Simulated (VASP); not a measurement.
# Na (I4/mmm) in VASP: a series of runs

Runs on Na. Level: PBE+D3(BJ). Tasks: single point, relaxation of cell and atoms.

Program: VASP 6.6.1. These are calculated values, not measurements. Logs are shortened: lines on timing, memory, paths and dates and some standing lists are left out, and cuts for length are marked.

### Step 1. The cell of the first run

It takes space group I4/mmm (No. 139, tetragonal). The conventional cell has a = 3.643 Å, b = 3.643 Å, c = 5.114 Å, α = 90.00°, β = 90.00°, γ = 90.00°. Na (site symmetry 4/mmm) has 12 Na at 3.63 to 3.64 Å within 4.8 Å.

### Step 2. Single point, PBE+D3(BJ)

INCAR reads:

```
SYSTEM = Na
PREC     = Accurate       ! precision mode
ENCUT    = 520            ! plane-wave cutoff, eV
EDIFF    = 1E-7           ! SCF threshold, eV
ISMEAR   = 0              ! smearing method
SIGMA    = 0.1            ! smearing width, eV
LREAL    = .FALSE.        ! projectors in reciprocal space
LASPH    = .TRUE.         ! aspherical terms in the spheres
NELM     = 60             ! most SCF steps
ALGO     = Normal         ! electronic algorithm
ISIF     = 2              ! what is computed and relaxed
LWAVE    = .FALSE.        ! write WAVECAR
LCHARG   = .FALSE.        ! write CHGCAR
GGA      = PE             ! functional
IVDW     = 12             ! dispersion correction
NBANDS   = 10             ! bands
```

KPOINTS reads:

```
regular mesh
0
G
  16 16 16
  0 0 0
```

POSCAR reads:

```
Na
1.0
   -1.8216234556      1.8216234556      2.5569495567
    1.8216234556     -1.8216234556      2.5569495567
    1.8216234556      1.8216234556     -2.5569495567
Na
1
Direct
    0.0000000000      0.0000000000      0.0000000000
```

Potentials or basis: VASP PAW PBE potentials, release 64 (Na_pv).

Started as:

```
cat potpaw_PBE.64/Na_pv/POTCAR > POTCAR
mpirun -np 1 vasp_std > vasp.out
```

OUTCAR:

```text
SYSTEM = Na
   PREC = Accurate
   ENCUT = 520
   EDIFF = 1E-7
   ISMEAR = 0
   LREAL = .FALSE.
   LASPH = .TRUE.
   NELM = 60
   ISIF = 2
   GGA = PE
   IVDW = 12
 IVDW          = 12

 ion  position               nearest neighbor table
   1  0.000  0.000  0.000-

  LATTYP: Found a body centered tetragonal cell.
 ALAT       =     3.6432469112
 C/A-ratio  =     1.4036652574

  Lattice vectors:

 A1 = (  -1.8216234556,   1.8216234556,   2.5569495567)
 A2 = (   1.8216234556,  -1.8216234556,   2.5569495567)
 A3 = (   1.8216234556,   1.8216234556,  -2.5569495567)

Analysis of symmetry for initial positions (statically):
=====================================================================
 Subroutine PRICEL returns:
 Original cell was already a primitive cell.

 Routine SETGRP: Setting up the symmetry group for a
 body centered tetragonal supercell.

 Subroutine GETGRP returns: Found 16 space group operations
 (whereof 16 operations were pure point group operations)
 out of a pool of 16 trial point group operations.

The static configuration has the point symmetry D_4h.

Analysis of symmetry for dynamics (positions and initial velocities):
=====================================================================
 Subroutine PRICEL returns:
 Original cell was already a primitive cell.

 Routine SETGRP: Setting up the symmetry group for a
 body centered tetragonal supercell.

 Subroutine GETGRP returns: Found 16 space group operations
 (whereof 16 operations were pure point group operations)
 out of a pool of 16 trial point group operations.

The dynamic configuration has the point symmetry D_4h.

 Subroutine INISYM returns: Found 16 space group operations
 (whereof 16 operations are pure point group operations),
 and found     1 'primitive' translations

----------------------------------------------------------------------------------------

                                     Primitive cell

  volume of cell :      33.9390

  direct lattice vectors                    reciprocal lattice vectors
    -1.821623456  1.821623456  2.556949557     0.000000000  0.274480436  0.195545508
     1.821623456 -1.821623456  2.556949557     0.274480436  0.000000000  0.195545508
     1.821623456  1.821623456 -2.556949557     0.274480436  0.274480436  0.000000000

  length of vectors
     3.629685257  3.629685257  3.629685257     0.337012693  0.337012693  0.388173955

  position of ions in fractional coordinates (direct lattice)
     0.000000000  0.000000000  0.000000000

  ion indices of the primitive-cell ions
   primitive index   ion index
                 1           1

----------------------------------------------------------------------------------------

 KPOINTS: regular mesh

Automatic generation of k-mesh.
 Grid dimensions read from file:
 generate k-points for:   16   16   16

 Generating k-lattice:

  Cartesian coordinates                     Fractional coordinates (reciprocal lattice)
     0.000000000  0.017155027  0.012221594     0.062500000  0.000000000  0.000000000
     0.017155027  0.000000000  0.012221594     0.000000000  0.062500000  0.000000000
     0.017155027  0.017155027  0.000000000     0.000000000  0.000000000  0.062500000

  Length of vectors
     0.021063293  0.021063293  0.024260872

  Shift w.r.t. Gamma in fractional coordinates (k-lattice)
     0.000000000  0.000000000  0.000000000

 Subroutine IBZKPT returns following result:
 ===========================================

 Found    349 irreducible k-points:

 Following reciprocal coordinates:
            Coordinates               Weight
  0.000000  0.000000  0.000000      1.000000
  0.062500 -0.000000  0.000000      8.000000
  0.125000 -0.000000  0.000000      8.000000
  0.187500 -0.000000  0.000000      8.000000
  0.250000 -0.000000  0.000000      8.000000
  0.312500 -0.000000  0.000000      8.000000
[... 16 lines left out ...]
 -0.125000  0.062500 -0.000000     16.000000
 -0.062500  0.062500  0.000000      4.000000
 [... further k-points ...]
   k-points           NKPTS =    349   k-points in BZ     NKDIM =    349   number of bands    NBANDS=     10
   number of dos      NEDOS =    301   number of ions     NIONS =      1
   total plane-waves  NPLWV =  21952
   dimension x,y,z NGX =    28 NGY =   28 NGZ =   28
   dimension x,y,z NGXF=    56 NGYF=   56 NGZF=   56
   ions per type =               1
   NGX,Y,Z   is equivalent  to a cutoff of  12.82, 12.82, 12.82 a.u.
   NGXF,Y,Z  is equivalent  to a cutoff of  25.65, 25.65, 25.65 a.u.
 SYSTEM =  Na
   PREC   = accura    normal or accurate (medium, high low for compatibility)
   ISTART =      0    job   : 0-new  1-cont  2-samecut
   ICHARG =      2    charge: 1-file 2-atom 10-const
   ISPIN  =      1    spin polarized calculation?
   LNONCOLLINEAR =      F non collinear calculations
   LSORBIT =      F    spin-orbit coupling
   LASPH  =      T    aspherical Exc in radial PAW
   ENCUT  =  520.0 eV  38.22 Ry    6.18 a.u.   6.75  6.75  6.75*2*pi/ulx,y,z
   NELM   =     60;   NELMIN=  2; NELMDL= -5     # of ELM steps
   EDIFF  = 0.1E-06   stopping-criterion for ELM
   LREAL  =      F    real-space projection
   EDIFFG = 0.1E-05   stopping-criterion for IOM
   NSW    =      0    number of steps for IOM
   IBRION =     -1    ionic relax: 0-MD 1-quasi-New 2-CG
   NFREE  =      0    steps in history (QN), initial steepest desc. (CG)
   ISIF   =      2    stress and relaxation
   ISYM   =      2    0-nonsym 1-usesym 2-fastsym
   POTIM  = 0.5000    time-step for ionic-motion
   TEBEG  =    0.0;   TEEND  =   0.0 temperature during run
   PSTRESS=    0.0 pullay stress
   NELECT =       7.0000    total number of electrons
   NUPDOWN=      -1.0000    fix difference up-down
   EMIN   =  10.00;   EMAX   =-10.00  energy-range for DOS
   EFERMI =   0.00;   METHOD = LEGACY
   ISMEAR =     0;   SIGMA  =   0.10  broadening in eV -4-tet -1-fermi 0-gaus
   EFERMI_NEDOS =   21; number of points for ismear=-14 and -15
   IALGO  =     38    algorithm
   IMIX   =      4    mixing-type and parameters
     AMIX     =   0.40;   BMIX     =  1.00
     AMIX_MAG =   1.60;   BMIX_MAG =  1.00
  volume/ion in A,a.u.               =      33.94       229.03
  Fermi-wavevector in a.u.,A,eV,Ry     =   0.967255  1.827847 12.729373  0.935583
  Thomas-Fermi vector in A             =   2.097126
   LORBIT       =      0    0 simple, 1 ext, 2 COOP (PROOUT), +10 PAW based schemes
   GGA     = PE    functional components
   LHFCALC =     F    Hartree Fock is set to
   AEXX    =    0.0000 exact exchange contribution
   IVDW    =    12    specifies the selected vdW correction
   LEPSILON=     F    determine dielectric tensor
   LRPA    =     F    only Hartree local field effects (RPA)
 non-spin polarized calculation
 Gauss-broadening in eV      SIGMA  =   0.10
  energy-cutoff  :      520.00
  volume of cell :       33.94
 maximum number of plane-waves:       934
   NGX = 13   NGY = 13   NGZ = 13

 number of electron       7.0000005 magnetization

 Free energy of the ion-electron system (eV)
  ---------------------------------------------------
  ext. energy  EPLUGINS =         0.00000000
  ---------------------------------------------------
  free energy    TOTEN  =        -1.30638171 eV

  energy without entropy =       -1.30437841  energy(sigma->0) =       -1.30538006

 E-fermi :   0.6017     XC(G=0):  -6.7365

 val. band max:        0.5990652634   @ k =  -0.2500  -0.4375   0.1875
 cond. band min:       0.6688700429   @ k =  -0.3750   0.3750   0.1250
 fundamental gap:      0.0698047795
 Fermi energy:         0.6017356876

 k-point     1 :       0.0000    0.0000    0.0000
  band No.  band energies     occupation
      1     -24.2392      2.00000
      2     -24.2392      2.00000
      3     -24.2391      2.00000
      4      -2.8744      2.00000
      5      12.2259      0.00000
      6      12.2259      0.00000
      7      12.2532      0.00000
      8      13.4027      0.00000
      9      14.0810      0.00000
     10      14.0841      0.00000

 k-point     2 :       0.0625   -0.0000    0.0000
  band No.  band energies     occupation
      1     -24.2410      2.00000
      2     -24.2394      2.00000
      3     -24.2394      2.00000
      4      -2.8051      2.00000
      5      11.0995      0.00000
      6      12.0922      0.00000
      7      12.1167      0.00000
      8      13.5936      0.00000
      9      14.3115      0.00000
     10      14.3142      0.00000

 k-point     3 :       0.1250   -0.0000    0.0000
  band No.  band energies     occupation
      1     -24.2463      2.00000
      2     -24.2402      2.00000
      3     -24.2401      2.00000
      4      -2.5979      2.00000
      5       9.4992      0.00000
      6      11.8205      0.00000
      7      11.8577      0.00000
      8      13.2830      0.00000
      9      14.8280      0.00000
     10      14.8310      0.00000

 k-point     4 :       0.1875   -0.0000    0.0000
  band No.  band energies     occupation
      1     -24.2541      2.00000
      2     -24.2413      2.00000
      3     -24.2411      2.00000
      4      -2.2545      2.00000
      5       7.9204      0.00000
      6      11.5557      0.00000
      7      11.6066      0.00000
      8      12.9375      0.00000
      9      14.6941      0.00000
     10      14.8350      0.00000
[... 222 lines left out ...]
 k-point    22 :      -0.1875    0.0625   -0.0000
  band No.  band energies     occupation
      1     -24.2517      2.00000
      2     -24.2418      2.00000
      3     -24.2411      2.00000
      4      -2.3243      2.00000
      5       8.4760      0.00000
      6      10.9756      0.00000
      7      11.4385      0.00000
      8      13.4617      0.00000
      9      14.1059      0.00000
     10      14.8160      0.00000

 k-point    23 :      -0.1250    0.0625   -0.0000
  band No.  band energies     occupation
      1     -24.2449      2.00000
      2     -24.2407      2.00000
      3     -24.2403      2.00000
      4      -2.6218      2.00000
      5      10.0351      0.00000
      6      11.2965      0.00000
      7      11.6549      0.00000
      8      13.4179      0.00000
      9      14.3995      0.00000
     10      15.1150      0.00000

 k-point    24 :      -0.0625    0.0625    0.0000
  band No.  band energies     occupation
      1     -24.2410      2.00000
      2     -24.2398      2.00000
      3     -24.2398      2.00000
      4      -2.7825      2.00000
      5      11.3722      0.00000
      6      11.6819      0.00000
      7      11.7012      0.00000
      8      13.5553      0.00000
      9      14.4325      0.00000
     10      14.7972      0.00000

 [... further k-points ...]

------------------------ aborting loop because EDIFF is reached ----------------------------------------

 Edisp (eV)   -0.16754

 E8    (eV) :    -0.0815

  FORCE on cell =-STRESS in cart. coord.  units (eV):
  Direction    XX          YY          ZZ          XY          YZ          ZX
  --------------------------------------------------------------------------------------
  -------------------------------------------------------------------------------------
  Total      -0.00596    -0.00596     0.00035     0.00000     0.00000     0.00000
  in kB      -0.28129    -0.28129     0.01630     0.00000     0.00000     0.00000
  external pressure =       -0.18 kB  Pullay stress =        0.00 kB

 VOLUME and BASIS-vectors are now :
 -----------------------------------------------------------------------------
  energy-cutoff  :      520.00
  volume of cell :       33.94
      direct lattice vectors                 reciprocal lattice vectors
    -1.821623456  1.821623456  2.556949557     0.000000000  0.274480436  0.195545508
     1.821623456 -1.821623456  2.556949557     0.274480436  0.000000000  0.195545508
     1.821623456  1.821623456 -2.556949557     0.274480436  0.274480436  0.000000000

 POSITION                                       TOTAL-FORCE (eV/Angst)
 -----------------------------------------------------------------------------------
      0.00000      0.00000      0.00000         0.000000      0.000000      0.000000
 -----------------------------------------------------------------------------------
    total drift:                               -0.000000     -0.000000     -0.000000

  FREE ENERGIE OF THE ION-ELECTRON SYSTEM (eV)
  ---------------------------------------------------
  free  energy   TOTEN  =        -1.4739234492 eV

  energy  without entropy=       -1.4719201520  energy(sigma->0) =       -1.47292180
```

Run time: 28 s. Hardware: 1 thread of Intel Xeon 6975P-C (Granite Rapids), shared host; peak memory 0.22 GiB.

What came out:

```
Free energy                : -1.4739 eV
Pressure                   : 0.0 GPa
Band gap on the k mesh     : zero (an odd number of electrons rules out a gap without spin polarisation)
Dispersion energy per atom : -0.168 eV
```

Levels at points of the mesh, in eV from the Fermi level:
```
           k point  band 1  band 2  band 3  band 4  band 5  band 6  band 7  band 8
(0.00, 0.00, 0.00)  -24.84  -24.84  -24.84   -3.48   11.62   11.62   11.65   12.80
(0.50, 0.00, 0.00)  -24.89  -24.85  -24.85    0.56    1.05   10.55   10.66   11.74
(0.50, 0.50, 0.00)  -24.89  -24.86  -24.86    1.84    2.40    6.54    7.62    7.62
(0.50, 0.50, 0.50)  -24.89  -24.86  -24.86    1.92    2.47    6.47    7.53    7.53
```

(Continued in part 2 of 2.)
